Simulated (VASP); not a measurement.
# NaCl (Fm-3m) in VASP: a series of runs

NaCl is run at these levels: PBEsol; tasks: elastic constants.

Program: VASP 6.6.1. These are calculated values, not measurements. Logs are shortened: lines on timing, memory, paths and dates and some standing lists are left out, and cuts for length are marked.

### 1 The cell of the first run

Symmetry: Fm-3m, No. 225, cubic system. Conventional cell: a = 5.535 Å, b = 5.535 Å, c = 5.535 Å, α = 90.00°, β = 90.00°, γ = 90.00°. Within 3.6 Å of Na (site symmetry m-3m) lie 6 Cl at 2.77 Å. Within 3.6 Å of Cl (site symmetry m-3m) lie 6 Na at 2.77 Å.

### 2 Elastic constants, PBEsol

Contents of INCAR:

```
PREC = Accurate
ENCUT = 600
EDIFF = 1E-8
ISMEAR = 0
SIGMA = 0.01
LREAL = F
LASPH = T
NELM = 80
ALGO = Normal
ISIF = 3
LWAVE = F
LCHARG = F
GGA = PS
IBRION = 6
NFREE = 2
POTIM = 0.015
NSW = 1
```

Contents of KPOINTS:

```
Automatic mesh
0
Gamma
  8 8 8
```

Contents of POSCAR:

```
NaCl
1.0
    0.0000000000      2.7673709726      2.7673709726
    2.7673709726      0.0000000000      2.7673709726
    2.7673709726      2.7673709726      0.0000000000
Na Cl
1 1
Direct
    0.0000000000      0.0000000000      0.0000000000
    0.5000000000      0.5000000000      0.5000000000
```

Potentials or basis: VASP PAW PBE potentials, release 64 (Na_pv, Cl).

Launch:

```console
$ cat potpaw_PBE.64/Na_pv/POTCAR potpaw_PBE.64/Cl/POTCAR > POTCAR
$ mpirun -np 1 vasp_std > vasp.out
```

OUTCAR:

```text
PREC = Accurate
   ENCUT = 600
   EDIFF = 1E-8
   ISMEAR = 0
   LREAL = F
   LASPH = T
   NELM = 80
   ISIF = 3
   GGA = PS
   IBRION = 6
   NFREE = 2
   POTIM = 0.015
   NSW = 1

 ion  position               nearest neighbor table
   1  0.000  0.000  0.000-
   2  0.500  0.500  0.500-

  LATTYP: Found a face centered cubic cell.
 ALAT       =     5.5347419452

  Lattice vectors:

 A1 = (   0.0000000000,   2.7673709726,   2.7673709726)
 A2 = (   2.7673709726,   0.0000000000,   2.7673709726)
 A3 = (   2.7673709726,   2.7673709726,   0.0000000000)

Analysis of symmetry for initial positions (statically):
=====================================================================
 Subroutine PRICEL returns:
 Original cell was already a primitive cell.

 Routine SETGRP: Setting up the symmetry group for a
 face centered cubic supercell.

 Subroutine GETGRP returns: Found 48 space group operations
 (whereof 48 operations were pure point group operations)
 out of a pool of 48 trial point group operations.

The static configuration has the point symmetry O_h .

Analysis of symmetry for dynamics (positions and initial velocities):
=====================================================================
 Subroutine PRICEL returns:
 Original cell was already a primitive cell.

 Routine SETGRP: Setting up the symmetry group for a
 face centered cubic supercell.

 Subroutine GETGRP returns: Found 48 space group operations
 (whereof 48 operations were pure point group operations)
 out of a pool of 48 trial point group operations.

The dynamic configuration has the point symmetry O_h .

 Subroutine INISYM returns: Found 48 space group operations
 (whereof 48 operations are pure point group operations),
 and found     1 'primitive' translations

----------------------------------------------------------------------------------------

                                     Primitive cell

  volume of cell :      42.3869

  direct lattice vectors                    reciprocal lattice vectors
     0.000000000  2.767370973  2.767370973    -0.180676897  0.180676897  0.180676897
     2.767370973  0.000000000  2.767370973     0.180676897 -0.180676897  0.180676897
     2.767370973  2.767370973  0.000000000     0.180676897  0.180676897 -0.180676897

  length of vectors
     3.913653562  3.913653562  3.913653562     0.312941565  0.312941565  0.312941565

  position of ions in fractional coordinates (direct lattice)
     0.000000000  0.000000000  0.000000000
     0.500000000  0.500000000  0.500000000

  ion indices of the primitive-cell ions
   primitive index   ion index
                 1           1
                 2           2

----------------------------------------------------------------------------------------

 KPOINTS: Automatic mesh

Automatic generation of k-mesh.
 Grid dimensions read from file:
 generate k-points for:    8    8    8

 Generating k-lattice:

  Cartesian coordinates                     Fractional coordinates (reciprocal lattice)
    -0.022584612  0.022584612  0.022584612     0.125000000  0.000000000  0.000000000
     0.022584612 -0.022584612  0.022584612     0.000000000  0.125000000  0.000000000
[... 105 lines left out ...]
  free energy    TOTEN  =        -6.99312172 eV

  energy without entropy =       -6.99312172  energy(sigma->0) =       -6.99312172

------------------------ aborting loop because EDIFF is reached ----------------------------------------

  FORCE on cell =-STRESS in cart. coord.  units (eV):
  Direction    XX          YY          ZZ          XY          YZ          ZX
  --------------------------------------------------------------------------------------
  -------------------------------------------------------------------------------------
  Total        0.2854711      0.2854711      0.2854711     -0.0000000     -0.0000000      0.0000000
  in kB       10.7904744     10.7904744     10.7904744     -0.0000000     -0.0000000      0.0000000
  external PRESSURE =      10.7904744 kB  Pullay stress =       0.0000000 kB
[... 89 lines left out ...]
  FREE ENERGIE OF THE ION-ELECTRON SYSTEM (eV)
  ---------------------------------------------------
  free  energy   TOTEN  =        -6.9867275710 eV

  energy  without entropy=       -6.9867275710  energy(sigma->0) =       -6.98672757

[... ionic steps 4 to 14 ...]

--------------------------------------- Ionic step       15  -------------------------------------------

 number of electron      14.0000002 magnetization

------------------------ aborting loop because EDIFF is reached ----------------------------------------
[... 67 lines left out ...]
--------------------------------------- Ionic step       17  -------------------------------------------

 number of electron      14.0000002 magnetization

 Free energy of the ion-electron system (eV)
  ---------------------------------------------------
  ext. energy  EPLUGINS =         0.00000000
  ---------------------------------------------------
  free energy    TOTEN  =        -6.99292609 eV

  energy without entropy =       -6.99292609  energy(sigma->0) =       -6.99292609

 E-fermi :  -0.3984     XC(G=0):  -8.5850

 val. band max:       -0.4467263578   @ k =   0.0000   0.0000   0.0000
 cond. band min:       4.7002643477   @ k =   0.0000   0.0000   0.0000
 fundamental gap:      5.1469907055
 Fermi energy:        -0.3984155461

 k-point     1 :       0.0000    0.0000    0.0000
  band No.  band energies     occupation
      1     -20.9980      2.00000
      2     -20.9980      2.00000
      3     -20.9980      2.00000
      4     -13.2275      2.00000
      5      -0.4468      2.00000
      6      -0.4467      2.00000
      7      -0.4467      2.00000
      8       4.7003      0.00000
      9      10.6012      0.00000
     10      10.6012      0.00000
     11      10.6013      0.00000
[... 309 lines left out ...]
 k-point    24 :      -0.3750    0.2500    0.1250
  band No.  band energies     occupation
      1     -21.0300      2.00000
      2     -21.0088      2.00000
      3     -21.0037      2.00000
      4     -12.7812      2.00000
      5      -2.2973      2.00000
      6      -1.3118      2.00000
      7      -0.9143      2.00000
      8       7.8387      0.00000
      9       9.2290      0.00000
     10       9.8933      0.00000
     11      11.3810      0.00000

 [... further k-points ...]
[... 5 lines left out ...]
  --------------------------------------------------------------------------------------
  -------------------------------------------------------------------------------------
  Total        0.2880228      0.2850402      0.2850402      0.0000000     -0.0000000      0.0000000
  in kB       10.8869268     10.7741879     10.7741879      0.0000000     -0.0000000      0.0000000
  external PRESSURE =      10.8117675 kB  Pullay stress =       0.0000000 kB
[... 17 lines left out ...]
  FREE ENERGIE OF THE ION-ELECTRON SYSTEM (eV)
  ---------------------------------------------------
  free  energy   TOTEN  =        -6.9929260921 eV

  energy  without entropy=       -6.9929260921  energy(sigma->0) =       -6.99292609

 INTERNAL STRAIN TENSORS FROM STRAINED CELLS
 ============================================

 INTERNAL STRAIN TENSOR FOR ION    1 for displacements in x,y,z  (eV/Angst):
          X           Y           Z          XY          YZ          ZX
  --------------------------------------------------------------------------------
  x     0.00000    -0.00000     0.00000     0.00000     0.00000    -0.00000
  y     0.00000     0.00000    -0.00000    -0.00000     0.00000     0.00000
  z    -0.00000     0.00000     0.00000     0.00000    -0.00000     0.00000

 INTERNAL STRAIN TENSORS FROM DISPLACED ATOMS
 ============================================

 INTERNAL STRAIN TENSOR FOR ION    1 for displacements in x,y,z  (eV/Angst):
          X           Y           Z          XY          YZ          ZX
  --------------------------------------------------------------------------------
  x     0.00000     0.00000     0.00000     0.00000     0.00000     0.00000
  y     0.00000     0.00000     0.00000     0.00000     0.00000     0.00000
  z     0.00000     0.00000     0.00000     0.00000     0.00000     0.00000

 INTERNAL STRAIN TENSOR FOR ION    2 for displacements in x,y,z  (eV/Angst):
          X           Y           Z          XY          YZ          ZX
  --------------------------------------------------------------------------------
  x     0.00000     0.00000     0.00000     0.00000     0.00000     0.00000
  y     0.00000     0.00000     0.00000     0.00000     0.00000     0.00000
  z     0.00000     0.00000     0.00000     0.00000     0.00000     0.00000

 Eigenvectors and eigenvalues of the dynamical matrix
 ----------------------------------------------------

   1 f  =    5.509011 THz    34.614134 2PiTHz  183.760811 cm-1    22.783427 meV
             X         Y         Z           dx          dy          dz
      0.000000  0.000000  0.000000     0.000000    0.778697    0.000000
      2.767371  2.767371  2.767371     0.000000   -0.627401    0.000000
[... 21 lines left out ...]
   6 f/i=    0.001448 THz     0.009100 2PiTHz    0.048313 cm-1     0.005990 meV
             X         Y         Z           dx          dy          dz
      0.000000  0.000000  0.000000     0.000000    0.000000   -0.627401
      2.767371  2.767371  2.767371     0.000000    0.000000   -0.778697

--------------------------------------------------------------------------------------------------------

 ELASTIC MODULI CONTR FROM IONIC RELAXATION (kBar)
 Direction    XX          YY          ZZ          XY          YZ          ZX
 --------------------------------------------------------------------------------
 XX           0.0000      0.0000      0.0000      0.0000      0.0000      0.0000
 YY           0.0000      0.0000      0.0000      0.0000      0.0000      0.0000
 ZZ           0.0000      0.0000      0.0000      0.0000      0.0000      0.0000
 XY           0.0000      0.0000      0.0000      0.0000      0.0000      0.0000
 YZ           0.0000      0.0000      0.0000      0.0000      0.0000      0.0000
 ZX           0.0000      0.0000      0.0000      0.0000      0.0000      0.0000
 --------------------------------------------------------------------------------

 TOTAL ELASTIC MODULI (kBar)
 Direction    XX          YY          ZZ          XY          YZ          ZX
 --------------------------------------------------------------------------------
 XX         658.6894    118.5945    118.5945     -0.0000      0.0000      0.0000
 YY         118.5945    658.6894    118.5945      0.0000     -0.0000      0.0000
 ZZ         118.5945    118.5945    658.6894      0.0000      0.0000     -0.0000
 XY          -0.0000      0.0000      0.0000    121.3950     -0.0000      0.0000
 YZ           0.0000     -0.0000      0.0000     -0.0000    121.3950     -0.0000
 ZX           0.0000      0.0000     -0.0000      0.0000     -0.0000    121.3950
 --------------------------------------------------------------------------------
```

Wall time 3.3 min (1 thread of Intel Xeon 6975P-C (Granite Rapids), shared host); peak memory 0.27 GiB.

Results:

| Item | Value |
| --- | --- |
| Elastic constants C11, C12, C44 | 66, 12, 12 GPa |
| Voigt bulk modulus | 30 GPa |
| Highest phonon frequency at Γ, LO-TO splitting left out | 184 cm⁻¹ |

Phonon frequencies in cm⁻¹ (negative: imaginary):
```csv
q point,frequencies
"(0.000, 0.000, 0.000)",0 0 0 184 184 184
```

Elastic tensor in Voigt notation (GPa, in the Cartesian axes of the cell as first typed):
```
66 12 12  0  0  0
12 66 12  0  0  0
12 12 66  0  0  0
 0  0  0 12  0  0
 0  0  0  0 12  0
 0  0  0  0  0 12
```

Clamped-ion elastic tensor (GPa):
```
66 12 12  0  0  0
12 66 12  0  0  0
12 12 66  0  0  0
 0  0  0 12  0  0
 0  0  0  0 12  0
 0  0  0  0  0 12
```

Caveat: the cell is under stress, which shifts elastic constants; the PAW data sets were made with another functional, which shifts forces and pressure a little.

(Continued in part 2 of 2.)
